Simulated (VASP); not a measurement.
Runs of VASP 6.6.1 on Cu3O2. The structure is that of space group I4/mmm (No. 139), or close to it. The cells are those of the table. 

```tsv
cell	gap on the mesh (eV)	pressure (GPa)
a = 4.253 Å, angles 127.0, 127.0, 78.2°, 5 atoms	none	48.2
a = 4.472 Å, angles 127.6, 127.6, 77.3°, 5 atoms	none	7.3
a = 4.667 Å, angles 131.0, 131.0, 71.8°, 5 atoms	none	-8.2
a = 4.507 Å, angles 126.9, 126.9, 78.4°, 5 atoms	none	2.8
a = 4.288 Å, angles 126.3, 126.3, 79.3°, 5 atoms	none	39.0
a = 4.415 Å, angles 126.3, 126.3, 79.4°, 5 atoms	none	(a)
a = 4.328 Å, angles 128.0, 128.0, 76.6°, 5 atoms	none	(c)
a = 4.573 Å, angles 130.5, 130.5, 72.7°, 5 atoms	none	(b)
```

Alike in all rows: task single point; level LDA; potentials or basis VASP PAW LDA potentials, release 64 (Cu, O); no spin polarisation; k mesh 14 × 14 × 14; cutoff (eV) 520; smearing gaussian 0.15 eV.

Task: Fill in the values left out.

Result: (a) 15.2; (b) -0.2; (c) 32.5.

Caveats: an odd number of electrons without spin polarisation forces a metal; a magnetic or distorted state may lie lower; the stress differs along the axes, from 23 to 98 GPa (at least some runs); the stress differs along the axes, from 1 to 20 GPa (at least some runs); the stress differs along the axes, from -22 to -1 GPa (at least some runs); the stress differs along the axes, from -4 to 16 GPa (at least some runs); the stress differs along the axes, from 14 to 88 GPa (at least some runs).

A gap of «none» marks levels without a gap at the run's occupations.
